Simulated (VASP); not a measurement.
A run of VASP 6.6.1 is set up as follows.

File POSCAR:

```
Co
1.0
    0.0000000000      1.6777157252      1.6777157252
    1.6777157252      0.0000000000      1.6777157252
    1.6777157252      1.6777157252      0.0000000000
Co
1
Direct
    0.0000000000      0.0000000000      0.0000000000
```

INCAR.step1

```
SYSTEM = Co
PREC = Accurate
ENCUT = 520
EDIFF = 1E-5
ISMEAR = -1
SIGMA = 0.1
LREAL = .FALSE.
LASPH = .TRUE.
NELM = 80
ALGO = Normal
ISIF = 2
LWAVE = .TRUE.
LCHARG = .FALSE.
GGA = PE
NBANDS = 10
```

INCAR.step2

```
SYSTEM = Co
PREC = Accurate
ENCUT = 520
EDIFF = 1E-7
ISMEAR = -1
SIGMA = 0.1
LREAL = .FALSE.
LASPH = .TRUE.
NELM = 80
ALGO = Normal
ISIF = 2
LWAVE = .FALSE.
LCHARG = .FALSE.
GGA = PE
LHFCALC = .TRUE.
HFSCREEN = 0.2079
PRECFOCK = Normal
ISTART = 1
NBANDS = 10
```

File KPOINTS:

```
Automatic mesh
0
G
  6 6 6
  0 0 0
```

Potentials or basis: VASP PAW PBE potentials, release 64 (Co).

Launch:

```console
$ cat potpaw_PBE.64/Co/POTCAR > POTCAR
$ cp INCAR.step1 INCAR
$ mpirun -np 1 vasp_std > vasp.out
$ cp INCAR.step2 INCAR
$ mpirun -np 1 vasp_std > vasp.out
```

(1) Estimate the pressure.

(2) What does it give for the band gap on the k mesh?

Answers

(1) 17.8 GPa.

(2) zero (an odd number of electrons rules out a gap without spin polarisation).

Caveat: the k points lie up to 0.54 Å⁻¹ apart, too coarse for converged energies and pressures of a metal; the PAW data sets were made with another functional, which shifts forces and pressure a little; the run has no spin polarisation, though such a crystal can be magnetic.
